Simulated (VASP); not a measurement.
## GaP: single point with PBE

The system is GaP.

```
CELL_PARAMETERS angstrom
1.78428 1.03016 6.40629
-1.78428 1.03016 6.40629
0.00000 -2.06031 6.40629
ATOMIC_POSITIONS crystal
Ga 0.43558 0.43558 0.43558
Ga 0.56442 0.56442 0.56442
P 0.05751 0.05751 0.05751
P 0.94249 0.94249 0.94249
```

| Quantity | Value |
| --- | --- |
| Program | VASP 6.6.1 |
| Task | single point |
| Functional | PBE |
| Potentials or basis | VASP PAW PBE potentials, release 64 (Ga_d, P) |
| Cutoff | 520 eV |
| k mesh | 9 × 9 × 9 |
| Occupations | gaussian, width 0.05 eV |
| Spin | no spin polarisation |
| Dipole correction | no |
| Further INCAR settings | ALGO = Normal; EDIFF = 1e-06; NBANDS = 26 |

| Item | Value |
| --- | --- |
| Pressure | 18.4 GPa |
| Largest force | 1.089 eV/Å |
| Band gap on the k mesh | 0.34 eV (least direct gap 0.97 eV) |

Forces on the atoms (eV/Å):
```
Ga   0.000  0.000  1.089
Ga   0.000  0.000 -1.089
P    0.000  0.000 -1.052
P    0.000  0.000  1.052
```

Stress tensor (GPa, compression positive):
```
24.94  0.00  0.00
 0.00 24.94  0.00
 0.00  0.00  5.23
```

Levels at points of the mesh, in eV from the valence-band top:
```
           k point  band 14  band 15  band 16  band 17  band 18  band 19  band 20  band 21  band 22  band 23
(0.00, 0.00, 0.00)    -1.70    -1.70    -0.74     0.00     0.00     0.97     2.17     3.79     4.00     4.00
```

It took 4.6 min on 1 thread of Intel(R) Xeon(R) Platinum 8488C (Sapphire Rapids) (shared host), peak memory 0.41 GiB.

Caveat: the cell stands under pressure; an odd mesh through Γ misses points on the zone boundary, where band edges can lie; forces of over 1 eV/Å act on the atoms, so gaps and moduli don't describe the material at rest.
